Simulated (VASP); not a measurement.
Input of a VASP 6.6.1 run:

File INCAR:

```
SYSTEM = CoO
  PREC = Accurate
  ENCUT = 700
  EDIFF = 1E-6
  ISMEAR = -1
  SIGMA = 0.05
  LREAL = .False.
  LASPH = .True.
  NELM = 200
  ALGO = Normal
  ISIF = 2
  LWAVE = .False.
  LCHARG = .False.
  ISPIN = 2
  MAGMOM = 2 0
  LORBIT = 11
  LMAXMIX = 4
  GGA = PE
  NBANDS = 22
  GGA_COMPAT = .False.
```

Contents of KPOINTS:

```
regular mesh
0
Gamma
  11 11 11
  0 0 0
```

File POSCAR:

```
CoO
1.0
    0.0000000000      2.1733064236      2.1733064236
    2.1733064236      0.0000000000      2.1733064236
    2.1733064236      2.1733064236      0.0000000000
Co O
1 1
Direct
    0.0000000000      0.0000000000      0.0000000000
    0.5000000000      0.5000000000      0.5000000000
```

Potentials or basis: VASP PAW PBE potentials, release 64 (Co_sv, O).

Launch:

```sh
$ cat potpaw_PBE.64/Co_sv/POTCAR potpaw_PBE.64/O/POTCAR > POTCAR
$ mpirun -np 1 vasp_std > vasp.out
```

Task: Estimate the site moments.

Result: Co +2.57; O +0.31 μB.

Task: Estimate the pressure.

Result: -11.5 GPa.

Task: What does it give for the band gap on the k mesh?

Result: Zero (filled and empty bands overlap).

Caveat: the cell stands under tension; a cell with one magnetic atom can't hold antiferromagnetic order, which such compounds often take; semilocal functionals often make such compounds metallic where correlation or magnetic order opens a gap, which also shifts bond lengths. With open d or f shells a metallic result of PBE can be an artefact of self-interaction; +U or a hybrid may open a gap.
